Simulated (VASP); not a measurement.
## Mg3Cd2S5: relaxation of cell and atoms with PBE

The system is Mg3Cd2S5.

```
CELL_PARAMETERS angstrom
-0.01536 -3.72128 0.00892
3.88821 0.01536 0.02449
-1.84964 1.82137 13.34480
ATOMIC_POSITIONS crystal
Mg 0.60422 0.57223 0.19286
Mg 0.38870 0.40973 0.80419
Mg 0.02013 0.02569 0.00119
Cd 0.18905 0.18758 0.39603
Cd 0.78309 0.78227 0.60204
S 0.69820 0.71140 0.38968
S 0.30936 0.30579 0.60776
S 0.90655 0.89325 0.80976
S 0.49692 0.50836 0.00121
S 0.10377 0.10369 0.19528
```

```
Program                : VASP 6.6.1
Task                   : relaxation of cell and atoms
Functional             : PBE
Potentials or basis    : VASP PAW PBE potentials, release 64 (Mg, Cd, S)
Cutoff                 : 600 eV
k mesh                 : 4 × 4 × 4
Occupations            : gaussian, width 0.1 eV
Spin                   : no spin polarisation
Dipole correction      : no
Further INCAR settings : ALGO = Normal; EDIFF = 1e-06; IBRION = 2; EDIFFG = -0.025; NSW = 80; ISIF = 3
```

The relaxed volume is 19.17 Å³/atom. The relaxed cell is a = 3.791 Å, b = 3.789 Å, c = 13.613 Å, α = 97.99°, β = 98.03°, γ = 90.01°. The space group after relaxing (to 0.1 Å) is I4/mmm (No. 139). The energy gained by relaxing is 15.0 meV/atom and the ionic steps are 12. The pressure after relaxing is 0.1 GPa, the largest force after relaxing is 0.024 eV/Å and the band gap on the k mesh is 1.02 eV (least direct gap 1.46 eV).

Forces on the atoms (eV/Å):
```
Mg  -0.004  0.006 -0.001
Mg   0.004 -0.003  0.006
Mg  -0.012  0.007 -0.004
Cd   0.007 -0.006  0.002
Cd   0.018 -0.015 -0.004
S   -0.008  0.001  0.000
S   -0.003  0.001 -0.010
S   -0.011 -0.008  0.009
S   -0.010  0.010  0.001
S    0.019  0.007  0.001
```

Stress tensor (GPa, compression positive):
```
 0.12 -0.01  0.00
-0.01  0.05 -0.01
 0.00 -0.01  0.02
```

Step by step:
```
step  energy change (eV)  largest force (eV/Å)  pressure (GPa)  volume (Å³)
   1              0.0000                0.4976           -0.17       193.32
   2             -0.0863                0.3137           -0.11       192.72
   3             -0.1232                0.1496            0.08       191.91
   4             -0.1335                0.1293           -0.07       192.20
   5             -0.1416                0.0913           -0.33       192.75
   6             -0.1439                0.0724            0.34       191.00
   7             -0.1442                0.0735            0.18       191.41
   8             -0.1465                0.0550            0.08       191.64
   9             -0.1473                0.0472           -0.01       191.86
  10             -0.1484                0.0379           -0.02       191.88
  11             -0.1490                0.0326           -0.03       191.91
  12             -0.1498                0.0236            0.06       191.68
```

Final structure:
```
Mg Cd S
1.0
    -0.00076   -3.79096   -0.00101
     3.78867    0.00007   -0.00012
    -1.89242    1.89809   13.34625
Mg Cd S
3 2 5
Direct
  0.59957 0.59647 0.19340
  0.40185 0.40378 0.80647
  0.00290 0.00381 0.00000
  0.19731 0.19740 0.39696
  0.79775 0.79804 0.60315
  0.69595 0.69596 0.39289
  0.30094 0.30168 0.60727
  0.90270 0.90562 0.80762
  0.50235 0.50252 0.99995
  0.09868 0.09472 0.19230
```

Levels at points of the mesh, in eV from the valence-band top:
| k point | band 28 | band 29 | band 30 | band 31 | band 32 | band 33 |
| --- | --- | --- | --- | --- | --- | --- |
| (0.00, 0.00, 0.00) | -0.54 | -0.41 | -0.41 | 1.15 | 1.74 | 2.64 |
| (0.50, 0.00, 0.00) | -0.51 | 0.00 | 0.00 | 3.79 | 4.15 | 4.56 |
| (0.00, 0.50, 0.00) | -0.51 | 0.00 | 0.00 | 3.79 | 4.14 | 4.56 |
| (0.50, 0.50, 0.00) | -2.03 | -2.02 | -1.91 | 1.09 | 1.46 | 2.90 |
| (0.00, 0.00, 0.50) | -0.86 | -0.45 | -0.44 | 1.02 | 2.26 | 3.26 |
| (0.50, 0.00, 0.50) | -0.51 | 0.00 | 0.00 | 3.80 | 4.14 | 4.57 |
| (0.00, 0.50, 0.50) | -0.51 | 0.00 | 0.00 | 3.79 | 4.14 | 4.56 |
| (0.50, 0.50, 0.50) | -2.04 | -2.02 | -1.91 | 1.09 | 1.46 | 2.90 |

Run time: 21 min on 1 thread of Intel(R) Xeon(R) 6975P-C (Granite Rapids), on a shared host, peak memory 0.52 GiB.

Caveat: the k points lie up to 0.42 Å⁻¹ apart in the final cell. A k mesh can miss the band edges.
